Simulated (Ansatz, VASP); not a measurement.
WC: VASP beside Ansatz

Contents of INCAR:

```
SYSTEM = WC
PREC = Accurate ; ENCUT = 600
EDIFF = 1E-6 ; ISMEAR = 0
SIGMA = 0.1 ; LREAL = .False.
LASPH = .True. ; NELM = 100
ALGO = Normal ; ISIF = 3
LWAVE = .False. ; LCHARG = .False.
GGA = PS ; IBRION = 2
NSW = 100 ; EDIFFG = -0.005
```

Contents of KPOINTS:

```
regular mesh
0
Gamma
  16 16 16
  0 0 0
```

Contents of POSCAR:

```
WC
1.0
    0.0000000000      2.1737591718      2.1737591718
    2.1737591718      0.0000000000      2.1737591718
    2.1737591718      2.1737591718      0.0000000000
W C
1 1
Direct
    0.0000000000      0.0000000000      0.0000000000
    0.5000000000      0.5000000000      0.5000000000
```

Input for Ansatz:

```yaml
crystal:
  lattice:
    - [0.0, 2.1737591718, 2.1737591718]
    - [2.1737591718, 0.0, 2.1737591718]
    - [2.1737591718, 2.1737591718, 0.0]
  atoms:
    - { symbol: W, position: [0.0, 0.0, 0.0] }
    - { symbol: C, position: [0.5, 0.5, 0.5] }
basis:
  ecutwfc: 420
kpoints:
  mp_grid: { grid: [16, 16, 16] }
hamiltonian:
  xc: pbesol
scf:
  occupations: { method: gaussian, width: 0.1 }
output:
  forces: true
  stress: true
  eigenvalues: true
relax:
  adjacent_minimum: "off"
  f_tol: 0.005
  max_steps: 80
  cell: { stress_tol: 0.05 }
```

Alike in both runs: task relaxation of cell and atoms; functional PBEsol; k mesh 16 × 16 × 16; occupations gaussian, width 0.1 eV; no spin polarisation.

```csv
,VASP,Ansatz
version,VASP 6.6.1,Ansatz 0.2.0
potentials or method,"VASP PAW PBE potentials, release 64 (W_sv, C), cutoff 600 eV","scalar-relativistic, plane waves, PAW"
valence electrons in the cell,18,18
```

|  | VASP | Ansatz | Ansatz less VASP |
| --- | --- | --- | --- |
| gap on the k mesh at the Fermi level, each at its own relaxed structure (eV) | none | none | - |
| relaxed volume (Å³/atom) | 10.28 | 10.26 | -0.027 |
| relaxed cell length with the largest relative difference (Å) | 3.075 | 3.073 | -0.0027 |

VASP's potentials were made for PBE, not for PBEsol. A gap of «none» marks a metal or a gap that the smearing closes.

Spin-orbit coupling is off throughout. Noted on VASP's run: too few bands were computed for a metal, which touches its energy and stress.
